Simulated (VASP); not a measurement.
# ReBPt (P-6m2) in VASP: a series of runs, part 2 of 2

VASP 6.6.1.

## 3. Single point, PBE

This run uses another cell than the first one, of 13.20 Å³/atom.

File INCAR:

```
PREC = Accurate
ENCUT = 570
EDIFF = 1E-6
ISMEAR = 0
SIGMA = 0.1
LREAL = F
LASPH = T
NELM = 120
ALGO = Normal
ISIF = 2
LWAVE = F
LCHARG = F
GGA = PE
NBANDS = 25
GGA_COMPAT = F
```

File KPOINTS:

```
Automatic mesh
0
Gamma
  6 6 6
```

File POSCAR:

```
ReBPt
1.0
    3.7410770892      0.0000000000      0.0000000000
   -1.8705385446      3.2398677967      0.0000000000
    0.0000000000      0.0000000000      3.2660954380
Re B Pt
1 1 1
Direct
    0.0000000000      0.0000000000      0.5000000000
    0.3333333333      0.6666666667      0.5000000000
    0.6666666667      0.3333333333      0.0000000000
```

Potentials or basis: VASP PAW PBE potentials, release 64 (Re_sv_GW, B, Pt_sv_GW).

Launch:

```bash
> cat potpaw_PBE.64/Re_sv_GW/POTCAR potpaw_PBE.64/B/POTCAR potpaw_PBE.64/Pt_sv_GW/POTCAR > POTCAR
> mpirun -np 1 vasp_std > vasp.out
```

OUTCAR:

```text
PREC = Accurate
   ENCUT = 570
   EDIFF = 1E-6
   ISMEAR = 0
   LREAL = F
   LASPH = T
   NELM = 120
   ISIF = 2
   GGA = PE

 ion  position               nearest neighbor table
   1  0.000  0.000  0.500-   2 2.16   2 2.16   2 2.16   3 2.71   3 2.71   3 2.71   3 2.71   3 2.71
                             3 2.71
   2  0.333  0.667  0.500-   1 2.16   1 2.16   1 2.16   3 2.71   3 2.71   3 2.71   3 2.71   3 2.71
                             3 2.71
   3  0.667  0.333  0.000-   2 2.71   2 2.71   1 2.71   1 2.71   2 2.71   2 2.71   1 2.71   1 2.71
                             1 2.71   1 2.71   2 2.71   2 2.71

  LATTYP: Found a hexagonal cell.
 ALAT       =     3.7410770892
 C/A-ratio  =     0.8730361231

  Lattice vectors:

 A1 = (   3.7410770892,   0.0000000000,   0.0000000000)
 A2 = (  -1.8705385446,   3.2398677967,   0.0000000000)
 A3 = (   0.0000000000,   0.0000000000,   3.2660954380)

Analysis of symmetry for initial positions (statically):
=====================================================================
 Subroutine PRICEL returns:
 Original cell was already a primitive cell.

 Routine SETGRP: Setting up the symmetry group for a
 hexagonal supercell.

[... 168 lines left out ...]

 E-fermi :  10.0801     XC(G=0): -13.2724

 val. band max:       10.0304742663   @ k =   0.1667   0.1667   0.1667
 cond. band min:      10.1474208465   @ k =   0.3333   0.1667   0.1667
 fundamental gap:      0.1169465802
 Fermi energy:        10.0801078507

 k-point     1 :       0.0000    0.0000    0.0000
  band No.  band energies     occupation
      1     -88.8667      2.00000
      2     -69.9734      2.00000
      3     -43.0598      2.00000
      4     -43.0598      2.00000
      5     -42.9025      2.00000
      6     -31.8146      2.00000
[... 661 lines left out ...]
     24      18.6132      0.00000
     25      19.2484      0.00000

 [... further k-points ...]

------------------------ aborting loop because EDIFF is reached ----------------------------------------

  FORCE on cell =-STRESS in cart. coord.  units (eV):
  Direction    XX          YY          ZZ          XY          YZ          ZX
  --------------------------------------------------------------------------------------
  -------------------------------------------------------------------------------------
  Total       -0.3012056     -0.3012056     -0.2457362      0.0000000      0.0000000      0.0000000
  in kB      -12.1904801    -12.1904801     -9.9455046      0.0000000      0.0000000      0.0000000
  external PRESSURE =     -11.4421549 kB  Pullay stress =       0.0000000 kB

 VOLUME and BASIS-vectors are now :
 -----------------------------------------------------------------------------
  energy-cutoff  :      570.00
  volume of cell :       39.59
      direct lattice vectors                 reciprocal lattice vectors
     3.741077089  0.000000000  0.000000000     0.267302698  0.154327285  0.000000000
    -1.870538545  3.239867797  0.000000000     0.000000000  0.308654569  0.000000000
     0.000000000  0.000000000  3.266095438     0.000000000  0.000000000  0.306175989

 POSITION                                       TOTAL-FORCE (eV/Angst)
 -----------------------------------------------------------------------------------
      0.00000      0.00000      1.63305        -0.000000     -0.000000      0.000000
     -0.00000      2.15991      1.63305        -0.000000     -0.000000      0.000000
      1.87054      1.07996      0.00000         0.000000      0.000000      0.000000
 -----------------------------------------------------------------------------------
    total drift:                               -0.000001      0.000000      0.000000

  FREE ENERGIE OF THE ION-ELECTRON SYSTEM (eV)
  ---------------------------------------------------
  free  energy   TOTEN  =       -25.6491880091 eV

  energy  without entropy=      -25.6333915226  energy(sigma->0) =      -25.64128977
```

OSZICAR:

```text
N       E                     dE             d eps       ncg     rms          rms(c)
DAV:   1     0.363415355568E+03    0.36342E+03   -0.26251E+04  1512   0.162E+03
DAV:   2    -0.150918543521E+02   -0.37851E+03   -0.36941E+03  1689   0.506E+02
DAV:   3    -0.312512437689E+02   -0.16159E+02   -0.15969E+02  1746   0.973E+01
DAV:   4    -0.314332648789E+02   -0.18202E+00   -0.18182E+00  1588   0.104E+01
DAV:   5    -0.314352291668E+02   -0.19643E-02   -0.19636E-02  1742   0.982E-01    0.117E+02
DAV:   6    -0.259555530595E+02    0.54797E+01   -0.27360E+01  1605   0.336E+01    0.625E+01
DAV:   7    -0.261312003950E+02   -0.17565E+00   -0.47795E+00  1714   0.185E+01    0.304E+01
DAV:   8    -0.259261654756E+02    0.20503E+00   -0.32155E+00  1812   0.138E+01    0.105E+01
DAV:   9    -0.256523453603E+02    0.27382E+00   -0.62396E-01  1658   0.535E+00    0.581E+00
DAV:  10    -0.256500728818E+02    0.22725E-02   -0.80438E-02  1611   0.163E+00    0.145E+00
DAV:  11    -0.256492333918E+02    0.83949E-03   -0.42245E-03  1555   0.492E-01    0.414E-01
DAV:  12    -0.256491925661E+02    0.40826E-04   -0.25333E-04  1703   0.114E-01    0.182E-01
DAV:  13    -0.256491944976E+02   -0.19315E-05   -0.11644E-04  1690   0.900E-02    0.297E-01
DAV:  14    -0.256491903196E+02    0.41780E-05   -0.47656E-05  1749   0.628E-02    0.852E-02
DAV:  15    -0.256491886650E+02    0.16547E-05   -0.35564E-06  1274   0.174E-02    0.479E-02
DAV:  16    -0.256491880091E+02    0.65582E-06   -0.15039E-06   874   0.959E-03
   1 F= -.25649188E+02 E0= -.25641290E+02  d E =-.157965E-01
```

stdout:

```text
POSCAR found type information on POSCAR ReB Pt
 POSCAR found :  3 types and       3 ions
 scaLAPACK will be used
 LDA part: xc-table for (Slater+PW92), standard interpolation
 POSCAR, INCAR and KPOINTS ok, starting setup
 FFT: planning ... GRIDC
 FFT: planning ... GRID_SOFT
 FFT: planning ... GRID
 WAVECAR not read
 entering main loop
```

Run time: 22 s. Hardware: 1 thread of AMD EPYC 9R45 (Zen 5), shared host; peak memory 0.16 GiB.

Results:

| Item | Value |
| --- | --- |
| Free energy | -25.6492 eV |
| Pressure | -1.1 GPa |
| Band gap on the k mesh | zero (bands 18 and 19 overlap by 2.14 eV) |

Caveat: spin-orbit coupling is left out, which moves the levels of the heavy elements.

The gap in the log of VASP goes by the Fermi energy; the results here count the filled bands.